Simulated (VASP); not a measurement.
# GaSb (F-43m) in VASP: further runs

GaSb is run at these levels: PBEsol; tasks: single point.

Everything below comes from runs of VASP 6.6.1. Logs are shortened: lines on timing, memory, paths and dates and some standing lists are left out, and cuts for length are marked.

## Step 1: The cell of the first run

The structure is cubic, space group F-43m (No. 216). Conventional cell: a = 6.159 Å, b = 6.159 Å, c = 6.159 Å, α = 90.00°, β = 90.00°, γ = 90.00°. Sb (site symmetry -43m) has 4 Ga at 2.67 Å within 3.5 Å. Ga (site symmetry -43m) has 4 Sb at 2.67 Å within 3.5 Å.

## Step 2: Single point, PBEsol (volume scaled by 1.02)

The input, INCAR:

```
PREC = Accurate
ENCUT = 520
EDIFF = 1E-6
ISMEAR = -1
SIGMA = 0.05
LREAL = F
LASPH = T
NELM = 100
ALGO = Normal
ISIF = 2
LWAVE = F
LCHARG = F
GGA = PS
NBANDS = 16
```

The input, KPOINTS:

```
regular mesh
0
Gamma
  8 8 8
```

The input, POSCAR:

```
GaSb
1.0
    0.0000000000      3.0792588685      3.0792588685
    3.0792588685      0.0000000000      3.0792588685
    3.0792588685      3.0792588685      0.0000000000
Sb Ga
1 1
Direct
    0.7500000000      0.7500000000      0.7500000000
    0.0000000000      0.0000000000      0.0000000000
```

Potentials or basis: VASP PAW PBE potentials, release 64 (Sb, Ga_d).

On the command line:

```console
cat potpaw_PBE.64/Sb/POTCAR potpaw_PBE.64/Ga_d/POTCAR > POTCAR
mpirun -np 1 vasp_std > vasp.out
```

OUTCAR:

```text
PREC = Accurate
   ENCUT = 520
   EDIFF = 1E-6
   ISMEAR = -1
   LREAL = F
   LASPH = T
   NELM = 100
   ISIF = 2
   GGA = PS

 ion  position               nearest neighbor table
   1  0.750  0.750  0.750-   2 2.67   2 2.67   2 2.67   2 2.67
   2  0.000  0.000  0.000-   1 2.67   1 2.67   1 2.67   1 2.67

  LATTYP: Found a face centered cubic cell.
 ALAT       =     6.1585177370

  Lattice vectors:

 A1 = (   0.0000000000,   3.0792588685,   3.0792588685)
 A2 = (   3.0792588685,   0.0000000000,   3.0792588685)
 A3 = (   3.0792588685,   3.0792588685,   0.0000000000)

Analysis of symmetry for initial positions (statically):
=====================================================================
 Subroutine PRICEL returns:
 Original cell was already a primitive cell.

 Routine SETGRP: Setting up the symmetry group for a
 face centered cubic supercell.

 Subroutine GETGRP returns: Found 24 space group operations
 (whereof 24 operations were pure point group operations)
 out of a pool of 48 trial point group operations.

The static configuration has the point symmetry T_d .

Analysis of symmetry for dynamics (positions and initial velocities):
=====================================================================
 Subroutine PRICEL returns:
 Original cell was already a primitive cell.

 Routine SETGRP: Setting up the symmetry group for a
 face centered cubic supercell.

 Subroutine GETGRP returns: Found 24 space group operations
 (whereof 24 operations were pure point group operations)
 out of a pool of 48 trial point group operations.

The dynamic configuration has the point symmetry T_d .

 Subroutine INISYM returns: Found 24 space group operations
 (whereof 24 operations are pure point group operations),
 and found     1 'primitive' translations

----------------------------------------------------------------------------------------

                                     Primitive cell

  volume of cell :      58.3941

  direct lattice vectors                    reciprocal lattice vectors
     0.000000000  3.079258869  3.079258869    -0.162376735  0.162376735  0.162376735
     3.079258869  0.000000000  3.079258869     0.162376735 -0.162376735  0.162376735
     3.079258869  3.079258869  0.000000000     0.162376735  0.162376735 -0.162376735

  length of vectors
     4.354729654  4.354729654  4.354729654     0.281244754  0.281244754  0.281244754

  position of ions in fractional coordinates (direct lattice)
     0.750000000  0.750000000  0.750000000
     0.000000000  0.000000000  0.000000000

  ion indices of the primitive-cell ions
   primitive index   ion index
                 1           1
                 2           2

----------------------------------------------------------------------------------------

 KPOINTS: regular mesh

Automatic generation of k-mesh.
 Grid dimensions read from file:
 generate k-points for:    8    8    8

 Generating k-lattice:

  Cartesian coordinates                     Fractional coordinates (reciprocal lattice)
    -0.020297092  0.020297092  0.020297092     0.125000000  0.000000000  0.000000000
     0.020297092 -0.020297092  0.020297092     0.000000000  0.125000000  0.000000000
     0.020297092  0.020297092 -0.020297092     0.000000000  0.000000000  0.125000000

  Length of vectors
     0.035155594  0.035155594  0.035155594

  Shift w.r.t. Gamma in fractional coordinates (k-lattice)
     0.000000000  0.000000000  0.000000000

 Subroutine IBZKPT returns following result:
 ===========================================

 Found     29 irreducible k-points:

 Following reciprocal coordinates:
            Coordinates               Weight
  0.000000  0.000000  0.000000      1.000000
  0.125000  0.000000  0.000000      8.000000
  0.250000  0.000000  0.000000      8.000000
  0.375000  0.000000  0.000000      8.000000
  0.500000  0.000000  0.000000      4.000000
  0.125000  0.125000  0.000000      6.000000
[... 16 lines left out ...]
  0.500000  0.250000  0.125000     48.000000
 -0.375000  0.250000  0.125000     24.000000
 [... further k-points ...]
   k-points           NKPTS =     29   k-points in BZ     NKDIM =     29   number of bands    NBANDS=     16
   number of dos      NEDOS =    301   number of ions     NIONS =      2
   total plane-waves  NPLWV =  32768
   dimension x,y,z NGX =    32 NGY =   32 NGZ =   32
   dimension x,y,z NGXF=    64 NGYF=   64 NGZF=   64
   ions per type =               1   1
   NGX,Y,Z   is equivalent  to a cutoff of  12.22, 12.22, 12.22 a.u.
   NGXF,Y,Z  is equivalent  to a cutoff of  24.43, 24.43, 24.43 a.u.
 SYSTEM =  unknown system
   PREC   = accura    normal or accurate (medium, high low for compatibility)
   ISTART =      0    job   : 0-new  1-cont  2-samecut
   ICHARG =      2    charge: 1-file 2-atom 10-const
   ISPIN  =      1    spin polarized calculation?
   LNONCOLLINEAR =      F non collinear calculations
   LSORBIT =      F    spin-orbit coupling
   LASPH  =      T    aspherical Exc in radial PAW
   ENCUT  =  520.0 eV  38.22 Ry    6.18 a.u.   8.10  8.10  8.10*2*pi/ulx,y,z
   NELM   =    100;   NELMIN=  2; NELMDL= -5     # of ELM steps
   EDIFF  = 0.1E-05   stopping-criterion for ELM
   LREAL  =      F    real-space projection
   EDIFFG = 0.1E-04   stopping-criterion for IOM
   NSW    =      0    number of steps for IOM
   IBRION =     -1    ionic relax: 0-MD 1-quasi-New 2-CG
   NFREE  =      0    steps in history (QN), initial steepest desc. (CG)
   ISIF   =      2    stress and relaxation
   ISYM   =      2    0-nonsym 1-usesym 2-fastsym
   POTIM  = 0.5000    time-step for ionic-motion
   TEBEG  =    0.0;   TEEND  =   0.0 temperature during run
   PSTRESS=    0.0 pullay stress
   NELECT =      18.0000    total number of electrons
   NUPDOWN=      -1.0000    fix difference up-down
   EMIN   =  10.00;   EMAX   =-10.00  energy-range for DOS
   EFERMI =   0.00;   METHOD = LEGACY
   ISMEAR =    -1;   SIGMA  =   0.05  broadening in eV -4-tet -1-fermi 0-gaus
   EFERMI_NEDOS =   21; number of points for ismear=-14 and -15
   IALGO  =     38    algorithm
   IMIX   =      4    mixing-type and parameters
     AMIX     =   0.40;   BMIX     =  1.00
     AMIX_MAG =   1.60;   BMIX_MAG =  1.00
  volume/ion in A,a.u.               =      29.20       197.03
  Fermi-wavevector in a.u.,A,eV,Ry     =   1.105884  2.089817 16.639637  1.222979
  Thomas-Fermi vector in A             =   2.242377
   LORBIT       =      0    0 simple, 1 ext, 2 COOP (PROOUT), +10 PAW based schemes
   GGA     = PS    functional components
   LHFCALC =     F    Hartree Fock is set to
   AEXX    =    0.0000 exact exchange contribution
   IVDW    =     0    specifies the selected vdW correction
   LEPSILON=     F    determine dielectric tensor
   LRPA    =     F    only Hartree local field effects (RPA)
 non-spin polarized calculation
  energy-cutoff  :      520.00
  volume of cell :       58.39
 maximum number of plane-waves:      1591
   NGX = 17   NGY = 17   NGZ = 17

 number of electron      17.9999997 magnetization

 Free energy of the ion-electron system (eV)
  ---------------------------------------------------
  ext. energy  EPLUGINS =         0.00000000
  ---------------------------------------------------
  free energy    TOTEN  =        -8.14421846 eV

  energy without entropy =       -8.14371057  energy(sigma->0) =       -8.14396452

 E-fermi :   4.5724     XC(G=0):  -9.1800

 val. band max:        4.5326428910   @ k =   0.0000   0.0000   0.0000
 cond. band min:       4.8388524309   @ k =   0.5000   0.0000   0.0000
 fundamental gap:      0.3062095399
 Fermi energy:         4.5724153879

 k-point     1 :       0.0000    0.0000    0.0000
  band No.  band energies     occupation
      1     -10.4278      2.00000
      2     -10.4278      2.00000
      3     -10.4278      2.00000
      4     -10.3805      2.00000
      5     -10.3805      2.00000
      6      -6.8349      2.00000
[... 8 lines left out ...]
     15      13.0929      0.00000
     16      13.0929      0.00000

 k-point     2 :       0.1250    0.0000    0.0000
  band No.  band energies     occupation
      1     -10.4317      2.00000
      2     -10.4261      2.00000
      3     -10.4261      2.00000
      4     -10.3807      2.00000
      5     -10.3807      2.00000
      6      -6.6785      2.00000
[... 8 lines left out ...]
     15      12.2790      0.00000
     16      12.2790      0.00000

 k-point     3 :       0.2500    0.0000    0.0000
  band No.  band energies     occupation
      1     -10.4410      2.00000
      2     -10.4222      2.00000
      3     -10.4222      2.00000
      4     -10.3808      2.00000
      5     -10.3808      2.00000
      6      -6.2335      2.00000
[... 8 lines left out ...]
     15      12.0597      0.00000
     16      12.0597      0.00000

 k-point     4 :       0.3750    0.0000    0.0000
  band No.  band energies     occupation
      1     -10.4501      2.00000
      2     -10.4189      2.00000
      3     -10.4189      2.00000
      4     -10.3805      2.00000
      5     -10.3805      2.00000
      6      -5.6188      2.00000
[... 8 lines left out ...]
     15      12.9974      0.00000
     16      12.9974      0.00000

 k-point     5 :       0.5000    0.0000    0.0000
  band No.  band energies     occupation
      1     -10.4539      2.00000
      2     -10.4177      2.00000
      3     -10.4177      2.00000
      4     -10.3802      2.00000
      5     -10.3802      2.00000
      6      -5.2544      2.00000
[... 8 lines left out ...]
     15      14.3178      0.00000
     16      14.3178      0.00000

 k-point     6 :       0.1250    0.1250    0.0000
  band No.  band energies     occupation
      1     -10.4348      2.00000
      2     -10.4245      2.00000
      3     -10.4245      2.00000
      4     -10.3817      2.00000
      5     -10.3799      2.00000
      6      -6.6256      2.00000
[... 8 lines left out ...]
     15      11.3074      0.00000
     16      13.2922      0.00000
[... 267 lines left out ...]
 k-point    21 :       0.5000    0.5000    0.0000
  band No.  band energies     occupation
      1     -10.4704      2.00000
      2     -10.4046      2.00000
      3     -10.4046      2.00000
      4     -10.3917      2.00000
      5     -10.3765      2.00000
      6      -4.4535      2.00000
[... 8 lines left out ...]
     15      15.1192      0.00000
     16      15.7200      0.00000

 k-point    22 :       0.3750    0.2500    0.1250
  band No.  band energies     occupation
      1     -10.4503      2.00000
      2     -10.4178      2.00000
      3     -10.4164      2.00000
      4     -10.3842      2.00000
      5     -10.3791      2.00000
      6      -5.8455      2.00000
[... 8 lines left out ...]
     15      13.4215      0.00000
     16      13.7056      0.00000

 k-point    23 :       0.5000    0.2500    0.1250
  band No.  band energies     occupation
      1     -10.4564      2.00000
      2     -10.4155      2.00000
      3     -10.4132      2.00000
      4     -10.3841      2.00000
      5     -10.3796      2.00000
      6      -5.2576      2.00000
[... 8 lines left out ...]
     15      13.1561      0.00000
     16      14.5518      0.00000

 k-point    24 :      -0.3750    0.2500    0.1250
  band No.  band energies     occupation
      1     -10.4587      2.00000
      2     -10.4149      2.00000
      3     -10.4120      2.00000
      4     -10.3833      2.00000
      5     -10.3802      2.00000
      6      -4.9109      2.00000
[... 8 lines left out ...]
     15      14.0509      0.00000
     16      14.5587      0.00000

 [... further k-points ...]
[... 5 lines left out ...]
  --------------------------------------------------------------------------------------
  -------------------------------------------------------------------------------------
  Total       -0.3700863     -0.3700863     -0.3700863     -0.0000000      0.0000000     -0.0000000
  in kB      -10.1541824    -10.1541824    -10.1541824     -0.0000000      0.0000000     -0.0000000
  external PRESSURE =     -10.1541824 kB  Pullay stress =       0.0000000 kB

 VOLUME and BASIS-vectors are now :
 -----------------------------------------------------------------------------
  energy-cutoff  :      520.00
  volume of cell :       58.39
      direct lattice vectors                 reciprocal lattice vectors
     0.000000000  3.079258869  3.079258869    -0.162376735  0.162376735  0.162376735
     3.079258869  0.000000000  3.079258869     0.162376735 -0.162376735  0.162376735
     3.079258869  3.079258869  0.000000000     0.162376735  0.162376735 -0.162376735

 POSITION                                       TOTAL-FORCE (eV/Angst)
 -----------------------------------------------------------------------------------
      4.61889      4.61889      4.61889        -0.000000      0.000000      0.000000
      0.00000      0.00000      0.00000         0.000000     -0.000000     -0.000000
 -----------------------------------------------------------------------------------
    total drift:                               -0.000000     -0.000000     -0.000000

  FREE ENERGIE OF THE ION-ELECTRON SYSTEM (eV)
  ---------------------------------------------------
  free  energy   TOTEN  =        -8.1442184559 eV

  energy  without entropy=       -8.1437105743  energy(sigma->0) =       -8.14396452
```

Wall time 32 s (1 thread of AMD EPYC 7R43 (Zen 3), shared host); peak memory 0.14 GiB.

What came out:

| Property | Result |
| --- | --- |
| Free energy | -8.1442 eV |
| Pressure | -1.0 GPa |
| Band gap on the k mesh | zero (filled and empty bands touch) |

Levels at points of the mesh, in eV from the Fermi level:
```
           k point  band 6  band 7  band 8  band 9  band 10  band 11  band 12  band 13
(0.00, 0.00, 0.00)  -11.41   -0.19   -0.04   -0.04    -0.04     2.72     2.72     2.72
(0.50, 0.00, 0.00)   -9.83   -6.34   -1.17   -1.17     0.27     3.68     3.68     6.29
(0.50, 0.50, 0.00)   -9.03   -6.78   -2.56   -2.56     0.82     1.16     8.50     8.50
```

Caveat: the PAW data sets were made with another functional, which shifts forces and pressure a little; spin-orbit coupling is left out, which moves the levels of the heavy elements.

## Step 3: Single point, PBEsol (volume scaled by 1.04)

The input, INCAR:

```
SYSTEM = GaSb
PREC = Accurate
ENCUT = 520
EDIFF = 1E-6
ISMEAR = -1
SIGMA = 0.05
LREAL = .FALSE.
LASPH = .TRUE.
NELM = 80
ALGO = Normal
ISIF = 2
LWAVE = .FALSE.
LCHARG = .FALSE.
GGA = PS
NBANDS = 16
```

The input, KPOINTS:

```
Automatic mesh
0
G
  8 8 8
  0 0 0
```

The input, POSCAR:

```
GaSb
1.0
    0.0000000000      3.0992546163      3.0992546163
    3.0992546163      0.0000000000      3.0992546163
    3.0992546163      3.0992546163      0.0000000000
Sb Ga
1 1
Direct
    0.7500000000      0.7500000000      0.7500000000
    0.0000000000      0.0000000000      0.0000000000
```

Potentials or basis: VASP PAW PBE potentials, release 64 (Sb, Ga_d).

On the command line:

```console
cat potpaw_PBE.64/Sb/POTCAR potpaw_PBE.64/Ga_d/POTCAR > POTCAR
mpirun -np 1 vasp_std > vasp.out
```

Run time: 40 s. Hardware: 1 thread of AMD EPYC 7R43 (Zen 3), shared host; peak memory 0.17 GiB.

Results (log left out):

- Free energy: -8.1338 eV
- Pressure: -1.9 GPa
- Band gap on the k mesh: zero (filled and empty bands touch)

Levels at points of the mesh, in eV from the Fermi level:
```
           k point  band 7  band 8  band 9  band 10  band 11  band 12
(0.00, 0.00, 0.00)   -0.32   -0.04   -0.04    -0.04     2.73     2.73
(0.50, 0.00, 0.00)   -6.24   -1.13   -1.13     0.23     3.68     3.68
(0.50, 0.50, 0.00)   -6.69   -2.49   -2.49     0.84     1.19     8.37
```

Caveat: the PAW data sets were made with another functional, which shifts forces and pressure a little; spin-orbit coupling is left out, which moves the levels of the heavy elements.
